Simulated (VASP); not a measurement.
Nb, 3 atoms in the cell. Symmetry: P6/mmm, No. 191, hexagonal system. The conventional cell has a = 5.007 Å, b = 5.007 Å, c = 2.757 Å, α = 90.00°, β = 90.00°, γ = 120.00°. Nb (site symmetry 6/mmm) has 14 Nb at 2.76 to 3.20 Å within 3.6 Å. Nb (site symmetry -6m2) has 11 Nb at 2.76 to 3.20 Å within 3.6 Å. This isn't the form of Nb at room conditions, which is bcc.

- Program: VASP 6.6.1
- Task: single point
- Functional: PBE
- Potentials or basis: VASP PAW PBE potentials, release 64 (Nb_sv)
- Cutoff: 520 eV
- k mesh: 9 × 9 × 13
- Occupations: fermi-dirac, width 0.05 eV
- Spin: collinear spin
- Starting moments: [1.0, 1.0, 1.0] μB
- Dipole correction: no
- Further INCAR settings: ALGO = Normal; EDIFF = 1e-06; NBANDS = 30

Potentials or basis: VASP PAW PBE potentials, release 64 (Nb_sv).

Run with:

```sh
$ cat potpaw_PBE.64/Nb_sv/POTCAR > POTCAR
$ mpirun -np 1 vasp_std > vasp.out
```

Hardware: 1 thread of AMD EPYC 9R45 96-Core Processor (Zen 5), with other jobs on the host.

Q: Estimate the wall time of this run.

A: Wall time 2.7 min on 1 thread of AMD EPYC 9R45 96-Core Processor (Zen 5), on a shared host, peak memory 0.32 GiB. Counts: scf iterations 15, k points 84.
